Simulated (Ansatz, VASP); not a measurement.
**Hf2ZrTe6 in VASP and in Ansatz**

```
CELL_PARAMETERS angstrom
6.89491 0.00000 0.00000
-3.44745 5.97117 0.00000
0.00000 0.00000 7.15805
ATOMIC_POSITIONS crystal
Zr 0.00000 0.00000 0.00000
Hf 0.66667 0.33333 0.00000
Hf 0.33333 0.66667 0.00000
Te 0.33547 0.33547 0.75165
Te 0.00000 0.66453 0.75165
Te 0.66453 0.00000 0.75165
Te 0.00000 0.33547 0.24835
Te 0.66453 0.66453 0.24835
Te 0.33547 0.00000 0.24835
```

Alike in both runs: task single point; functional PBE; k mesh 3 × 3 × 4; occupations gaussian, width 0.1 eV; no spin polarisation.

|  | VASP | Ansatz |
| --- | --- | --- |
| version | VASP 6.6.1 | Ansatz 0.2.0 |
| potentials or method | VASP PAW PBE potentials, release 64 (Zr_sv, Hf_pv, Te), cutoff 520 eV | scalar-relativistic, plane waves, PAW |
| valence electrons in the cell | 68 | 160 |

|  | VASP | Ansatz | Ansatz less VASP |
| --- | --- | --- | --- |
| gap on the k mesh at the Fermi level (eV) | none | none | - |
| pressure (GPa) | -0.4 | -0.3 | +0.10 |
| traceless stress, the component that is largest in VASP (GPa) | 0.66 | 0.64 | -0.013 |
| rms of the force components (eV/Å) | 0.024 | 0.024 | -0.0004 |

Atom by atom the forces differ by 0.009 eV/Å (rms over components). A gap of «none» marks a metal or a gap that the smearing closes. VASP's potentials hold 68 valence electrons a cell and Ansatz's 160, so a difference there can come from the potentials and not from the codes.

Neither program's run includes spin-orbit coupling.
